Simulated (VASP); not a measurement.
# BeAu3 (Pm-3m) in VASP: notebook

BeAu3 is run at these levels: r2SCAN; tasks: single point.

Program: VASP 6.6.1. These are calculated values, not measurements. Logs are shortened: lines on timing, memory, paths and dates and some standing lists are left out, and cuts for length are marked.

### Step 1. The cell of the first run

Symmetry: Pm-3m, No. 221, cubic system. Conventional cell: a = 4.064 Å, b = 4.064 Å, c = 4.064 Å, α = 90.00°, β = 90.00°, γ = 90.00°. Be (site symmetry m-3m) has 12 Au at 2.87 Å within 3.8 Å. Au (site symmetry 4/mmm) has 4 Be at 2.87 Å and 8 Au at 2.87 Å within 3.8 Å.

### Step 2. Single point, r2SCAN

POSCAR reads:

```
BeAu3
1.0
    4.0644976593      0.0000000000      0.0000000000
    0.0000000000      4.0644976593      0.0000000000
    0.0000000000      0.0000000000      4.0644976593
Be Au
1 3
Direct
    0.0000000000      0.0000000000      0.0000000000
    0.0000000000      0.5000000000      0.5000000000
    0.5000000000      0.0000000000      0.5000000000
    0.5000000000      0.5000000000      0.0000000000
```

INCAR.step1 reads:

```
SYSTEM = BeAu3
ALGO = Normal ; EDIFF = 1E-4
ENCUT = 520 ; GGA = PE
ISMEAR = 0 ; LASPH = .True.
LCHARG = .False. ; LREAL = .False.
LWAVE = .True. ; NBANDS = 26
NELM = 100 ; PREC = Accurate
SIGMA = 0.15
```

INCAR.step2 reads:

```
SYSTEM = BeAu3
ALGO = Normal ; EDIFF = 1E-6
ENCUT = 520 ; ISIF = 2
ISMEAR = 0 ; ISTART = 1
LASPH = .True. ; LCHARG = .True.
LELF = .True. ; LMIXTAU = .True.
LREAL = .False. ; LVHAR = .True.
LWAVE = .False. ; METAGGA = R2SCAN
NBANDS = 26 ; NELM = 100
PREC = Accurate ; SIGMA = 0.15
```

KPOINTS reads:

```
k-points
0
Gamma
  6 6 6
  0 0 0
```

Potentials or basis: VASP PAW PBE potentials, release 64 (Be, Au).

Command:

```bash
$ cat potpaw_PBE.64/Be/POTCAR potpaw_PBE.64/Au/POTCAR > POTCAR
$ cp INCAR.step1 INCAR
$ mpirun -np 1 vasp_std > vasp.out
$ cp INCAR.step2 INCAR
$ mpirun -np 1 vasp_std > vasp.out
```

OUTCAR:

```text
SYSTEM = BeAu3
   EDIFF = 1E-6
   ENCUT = 520
   ISIF = 2
   ISMEAR = 0
   ISTART = 1
   LASPH = .True.
   LREAL = .False.
   METAGGA = R2SCAN
   NELM = 100
   PREC = Accurate

 ion  position               nearest neighbor table
   1  0.000  0.000  0.000-   2 2.87   3 2.87   4 2.87   2 2.87   3 2.87   2 2.87   4 2.87   2 2.87
                             3 2.87   4 2.87   3 2.87   4 2.87
   2  0.000  0.500  0.500-   1 2.87   3 2.87   4 2.87   1 2.87   4 2.87   1 2.87   3 2.87   1 2.87
                             3 2.87   4 2.87   4 2.87   3 2.87
   3  0.500  0.000  0.500-   1 2.87   2 2.87   4 2.87   1 2.87   4 2.87   2 2.87   4 2.87   4 2.87
                             1 2.87   2 2.87   1 2.87   2 2.87
   4  0.500  0.500  0.000-   1 2.87   2 2.87   3 2.87   2 2.87   3 2.87   1 2.87   3 2.87   3 2.87
                             1 2.87   2 2.87   2 2.87   1 2.87

  LATTYP: Found a simple cubic cell.
 ALAT       =     4.0644976593

  Lattice vectors:

 A1 = (   4.0644976593,   0.0000000000,   0.0000000000)
 A2 = (   0.0000000000,   4.0644976593,   0.0000000000)
 A3 = (   0.0000000000,   0.0000000000,   4.0644976593)

Analysis of symmetry for initial positions (statically):
=====================================================================
 Subroutine PRICEL returns:
 Original cell was already a primitive cell.

 Routine SETGRP: Setting up the symmetry group for a
 simple cubic supercell.

 Subroutine GETGRP returns: Found 48 space group operations
 (whereof 48 operations were pure point group operations)
 out of a pool of 48 trial point group operations.

The static configuration has the point symmetry O_h .

Analysis of symmetry for dynamics (positions and initial velocities):
=====================================================================
 Subroutine PRICEL returns:
 Original cell was already a primitive cell.

 Routine SETGRP: Setting up the symmetry group for a
 simple cubic supercell.

 Subroutine GETGRP returns: Found 48 space group operations
 (whereof 48 operations were pure point group operations)
 out of a pool of 48 trial point group operations.

The dynamic configuration has the point symmetry O_h .

 Subroutine INISYM returns: Found 48 space group operations
 (whereof 48 operations are pure point group operations),
 and found     1 'primitive' translations

----------------------------------------------------------------------------------------

                                     Primitive cell

  volume of cell :      67.1461

  direct lattice vectors                    reciprocal lattice vectors
     4.064497659  0.000000000  0.000000000     0.246032864  0.000000000  0.000000000
     0.000000000  4.064497659  0.000000000     0.000000000  0.246032864  0.000000000
     0.000000000  0.000000000  4.064497659     0.000000000  0.000000000  0.246032864

  length of vectors
     4.064497659  4.064497659  4.064497659     0.246032864  0.246032864  0.246032864

  position of ions in fractional coordinates (direct lattice)
     0.000000000  0.000000000  0.000000000
     0.000000000  0.500000000  0.500000000
     0.500000000  0.000000000  0.500000000
     0.500000000  0.500000000  0.000000000

  ion indices of the primitive-cell ions
   primitive index   ion index
                 1           1
                 2           2
                 3           3
                 4           4

----------------------------------------------------------------------------------------

 KPOINTS: k-points

Automatic generation of k-mesh.
 Grid dimensions read from file:
 generate k-points for:    6    6    6

 Generating k-lattice:

  Cartesian coordinates                     Fractional coordinates (reciprocal lattice)
     0.041005477  0.000000000  0.000000000     0.166666667  0.000000000  0.000000000
     0.000000000  0.041005477  0.000000000     0.000000000  0.166666667  0.000000000
     0.000000000  0.000000000  0.041005477     0.000000000  0.000000000  0.166666667

  Length of vectors
     0.041005477  0.041005477  0.041005477

  Shift w.r.t. Gamma in fractional coordinates (k-lattice)
     0.000000000  0.000000000  0.000000000

 Subroutine IBZKPT returns following result:
 ===========================================

 Found     20 irreducible k-points:

 Following reciprocal coordinates:
            Coordinates               Weight
  0.000000  0.000000  0.000000      1.000000
  0.166667  0.000000  0.000000      6.000000
  0.333333  0.000000  0.000000      6.000000
  0.500000  0.000000  0.000000      3.000000
  0.166667  0.166667  0.000000     12.000000
  0.333333  0.166667  0.000000     24.000000
[... 12 lines left out ...]
  0.500000  0.500000  0.333333      6.000000
  0.500000  0.500000  0.500000      1.000000
   k-points           NKPTS =     20   k-points in BZ     NKDIM =     20   number of bands    NBANDS=     26
   number of dos      NEDOS =    301   number of ions     NIONS =      4
   total plane-waves  NPLWV =  27000
   dimension x,y,z NGX =    30 NGY =   30 NGZ =   30
   dimension x,y,z NGXF=    60 NGYF=   60 NGZF=   60
   ions per type =               1   3
   NGX,Y,Z   is equivalent  to a cutoff of  12.27, 12.27, 12.27 a.u.
   NGXF,Y,Z  is equivalent  to a cutoff of  24.54, 24.54, 24.54 a.u.
 SYSTEM =  BeAu3
   PREC   = accura    normal or accurate (medium, high low for compatibility)
   ISTART =      1    job   : 0-new  1-cont  2-samecut
   ICHARG =      0    charge: 1-file 2-atom 10-const
   ISPIN  =      1    spin polarized calculation?
   LNONCOLLINEAR =      F non collinear calculations
   LSORBIT =      F    spin-orbit coupling
   LASPH  =      T    aspherical Exc in radial PAW
   ENCUT  =  520.0 eV  38.22 Ry    6.18 a.u.   7.56  7.56  7.56*2*pi/ulx,y,z
   NELM   =    100;   NELMIN=  2; NELMDL=  0     # of ELM steps
   EDIFF  = 0.1E-05   stopping-criterion for ELM
   LREAL  =      F    real-space projection
   EDIFFG = 0.1E-04   stopping-criterion for IOM
   NSW    =      0    number of steps for IOM
   IBRION =     -1    ionic relax: 0-MD 1-quasi-New 2-CG
   NFREE  =      0    steps in history (QN), initial steepest desc. (CG)
   ISIF   =      2    stress and relaxation
   ISYM   =      2    0-nonsym 1-usesym 2-fastsym
   POTIM  = 0.5000    time-step for ionic-motion
   TEBEG  =    0.0;   TEEND  =   0.0 temperature during run
   PSTRESS=    0.0 pullay stress
   NELECT =      35.0000    total number of electrons
   NUPDOWN=      -1.0000    fix difference up-down
   EMIN   =  10.00;   EMAX   =-10.00  energy-range for DOS
   EFERMI =   0.00;   METHOD = LEGACY
   ISMEAR =     0;   SIGMA  =   0.15  broadening in eV -4-tet -1-fermi 0-gaus
   EFERMI_NEDOS =   21; number of points for ismear=-14 and -15
   IALGO  =     38    algorithm
   IMIX   =      4    mixing-type and parameters
     AMIX     =   0.40;   BMIX     =  1.00
     AMIX_MAG =   1.60;   BMIX_MAG =  1.00
  volume/ion in A,a.u.               =      16.79       113.28
  Fermi-wavevector in a.u.,A,eV,Ry     =   1.317520  2.489752 23.617804  1.735860
  Thomas-Fermi vector in A             =   2.447555
   LORBIT       =      0    0 simple, 1 ext, 2 COOP (PROOUT), +10 PAW based schemes
   METAGGA = R2SCAN    functional components
   LHFCALC =     F    Hartree Fock is set to
   AEXX    =    0.0000 exact exchange contribution
   IVDW    =     0    specifies the selected vdW correction
   LEPSILON=     F    determine dielectric tensor
   LRPA    =     F    only Hartree local field effects (RPA)
 non-spin polarized calculation
 Gauss-broadening in eV      SIGMA  =   0.15
  energy-cutoff  :      520.00
  volume of cell :       67.15
 maximum number of plane-waves:      1856
   NGX = 15   NGY = 15   NGZ = 15

 number of electron      34.9999991 magnetization

 Free energy of the ion-electron system (eV)
  ---------------------------------------------------
  ext. energy  EPLUGINS =         0.00000000
  ---------------------------------------------------
  free energy    TOTEN  =      -155.61851517 eV

  energy without entropy =     -155.60602874  energy(sigma->0) =     -155.61227195

 E-fermi :   7.8284     XC(G=0): -12.6362

 val. band max:        7.7440905501   @ k =   0.5000   0.3333   0.3333
 cond. band min:       7.8361707066   @ k =   0.0000   0.0000   0.0000
 fundamental gap:      0.0920801565
 Fermi energy:         7.8283639120

 k-point     1 :       0.0000    0.0000    0.0000
  band No.  band energies     occupation
      1      -2.1206      2.00000
      2       0.3365      2.00000
      3       1.2282      2.00000
      4       1.2282      2.00000
      5       1.2282      2.00000
      6       1.5050      2.00000
[... 18 lines left out ...]
     25      15.4799      0.00000
     26      19.1287      0.00000

 k-point     2 :       0.1667    0.0000    0.0000
  band No.  band energies     occupation
      1      -1.8093      2.00000
      2       0.5172      2.00000
      3       1.2936      2.00000
      4       1.3732      2.00000
      5       1.3732      2.00000
      6       1.4802      2.00000
[... 18 lines left out ...]
     25      16.3785      0.00000
     26      17.7142      0.00000

 k-point     3 :       0.3333    0.0000    0.0000
  band No.  band energies     occupation
      1      -0.9447      2.00000
      2       0.9346      2.00000
      3       1.3317      2.00000
      4       1.4414      2.00000
      5       1.7704      2.00000
      6       1.7704      2.00000
[... 18 lines left out ...]
     25      15.9483      0.00000
     26      19.0437      0.00000

 k-point     4 :       0.5000    0.0000    0.0000
  band No.  band energies     occupation
      1      -0.0867      2.00000
      2       0.7735      2.00000
      3       1.3416      2.00000
      4       1.5268      2.00000
      5       2.1224      2.00000
      6       2.1224      2.00000
[... 18 lines left out ...]
     25      15.2310      0.00000
     26      20.9873      0.00000
[... 380 lines left out ...]
      1       0.6672      2.00000
      2       0.7099      2.00000
      3       0.9610      2.00000
      4       1.3488      2.00000
      5       2.4884      2.00000
      6       2.6228      2.00000
[... 18 lines left out ...]
     25      18.7399      0.00000
     26      19.4344      0.00000

 k-point    19 :       0.5000    0.5000    0.3333
  band No.  band energies     occupation
      1       0.5148      2.00000
      2       0.8693      2.00000
      3       0.8693      2.00000
      4       0.9544      2.00000
      5       2.6322      2.00000
      6       2.6322      2.00000
[... 18 lines left out ...]
     25      19.6523      0.00000
     26      19.6523      0.00000

 k-point    20 :       0.5000    0.5000    0.5000
  band No.  band energies     occupation
      1       0.3384      2.00000
      2       0.7670      2.00000
      3       0.7670      2.00000
      4       0.7670      2.00000
      5       2.6513      2.00000
      6       2.6513      2.00000
[... 18 lines left out ...]
     25      19.7596      0.00000
     26      19.7596      0.00000

------------------------ aborting loop because EDIFF is reached ----------------------------------------

  FORCE on cell =-STRESS in cart. coord.  units (eV):
  Direction    XX          YY          ZZ          XY          YZ          ZX
  --------------------------------------------------------------------------------------
  -------------------------------------------------------------------------------------
  Total       -3.7459725     -3.7459725     -3.7459725     -0.0000000     -0.0000000      0.0000000
  in kB      -89.3829189    -89.3829189    -89.3829189     -0.0000000     -0.0000000      0.0000000
  external PRESSURE =     -89.3829189 kB  Pullay stress =       0.0000000 kB

 VOLUME and BASIS-vectors are now :
 -----------------------------------------------------------------------------
  energy-cutoff  :      520.00
  volume of cell :       67.15
      direct lattice vectors                 reciprocal lattice vectors
     4.064497659  0.000000000  0.000000000     0.246032864  0.000000000  0.000000000
     0.000000000  4.064497659  0.000000000     0.000000000  0.246032864  0.000000000
     0.000000000  0.000000000  4.064497659     0.000000000  0.000000000  0.246032864

 POSITION                                       TOTAL-FORCE (eV/Angst)
 -----------------------------------------------------------------------------------
      0.00000      0.00000      0.00000         0.000000      0.000000      0.000000
      0.00000      2.03225      2.03225         0.000000      0.000000      0.000000
      2.03225      0.00000      2.03225         0.000000      0.000000      0.000000
      2.03225      2.03225      0.00000         0.000000      0.000000      0.000000
 -----------------------------------------------------------------------------------
    total drift:                                0.000000      0.000000     -0.000000

  FREE ENERGIE OF THE ION-ELECTRON SYSTEM (eV)
  ---------------------------------------------------
  free  energy   TOTEN  =      -155.6185151658 eV

  energy  without entropy=     -155.6060287370  energy(sigma->0) =     -155.61227195
```

Wall time 97 s (1 thread of Intel Xeon Platinum 8124M at 3.00GHz (Skylake/Cascade Lake), shared host); peak memory 0.19 GiB.

Results:

```
Free energy : -155.6185 eV
Pressure    : -8.9 GPa
```

Caveat: the PAW data sets were made with another functional, which shifts forces and pressure a little; spin-orbit coupling is left out, which moves the levels of the heavy elements.

### Step 3. Single point, r2SCAN

This run uses another cell than the first one, of 17.11 Å³/atom, 1.019 times its volume.

POSCAR reads:

```
BeAu3
1.0
    4.0903868774      0.0000000000      0.0000000000
    0.0000000000      4.0903868774      0.0000000000
    0.0000000000      0.0000000000      4.0903868774
Be Au
1 3
Direct
    0.0000000000      0.0000000000      0.0000000000
    0.0000000000      0.5000000000      0.5000000000
    0.5000000000      0.0000000000      0.5000000000
    0.5000000000      0.5000000000      0.0000000000
```

INCAR.step1 reads:

```
SYSTEM = BeAu3
PREC = Accurate
ENCUT = 520
ISMEAR = 0
SIGMA = 0.15
LREAL = .False.
LASPH = .True.
NELM = 100
NBANDS = 26
GGA = PE
ALGO = Normal
EDIFF = 1E-4
LWAVE = .True.
LCHARG = .False.
```

INCAR.step2 reads:

```
SYSTEM = BeAu3
PREC = Accurate
ENCUT = 520
EDIFF = 1E-6
ISMEAR = 0
SIGMA = 0.15
LREAL = .False.
LASPH = .True.
NELM = 100
ALGO = Normal
ISIF = 2
LWAVE = .False.
LCHARG = .True.
METAGGA = R2SCAN
LMIXTAU = .True.
LELF = .True.
LVHAR = .True.
NBANDS = 26
ISTART = 1
```

KPOINTS reads:

```
Automatic mesh
0
Gamma
  6 6 6
  0 0 0
```

Potentials or basis: VASP PAW PBE potentials, release 64 (Be, Au).

Command:

```bash
$ cat potpaw_PBE.64/Be/POTCAR potpaw_PBE.64/Au/POTCAR > POTCAR
$ cp INCAR.step1 INCAR
$ mpirun -np 1 vasp_std > vasp.out
$ cp INCAR.step2 INCAR
$ mpirun -np 1 vasp_std > vasp.out
```

Run time: 88 s. Hardware: 1 thread of Intel Xeon Platinum 8124M at 3.00GHz (Skylake/Cascade Lake), shared host; peak memory 0.19 GiB.

It converged, with:

```yaml
Free_energy: -155.5393 eV
Pressure: -10.8 GPa
```

Levels at points of the mesh, in eV from the Fermi level:
```
           k point  band 15  band 16  band 17  band 18  band 19  band 20
(0.00, 0.00, 0.00)    -1.99    -1.99     0.05     0.05     0.05     4.79
(0.50, 0.00, 0.00)    -3.62    -2.98    -1.99     3.68     3.92     3.92
(0.50, 0.50, 0.00)    -3.44    -3.32    -1.61    -0.71    -0.71     5.81
(0.50, 0.50, 0.50)    -2.32    -1.83    -1.83    -1.83    -0.78     2.02
```

Caveat: the PAW data sets were made with another functional, which shifts forces and pressure a little; spin-orbit coupling is left out, which moves the levels of the heavy elements.
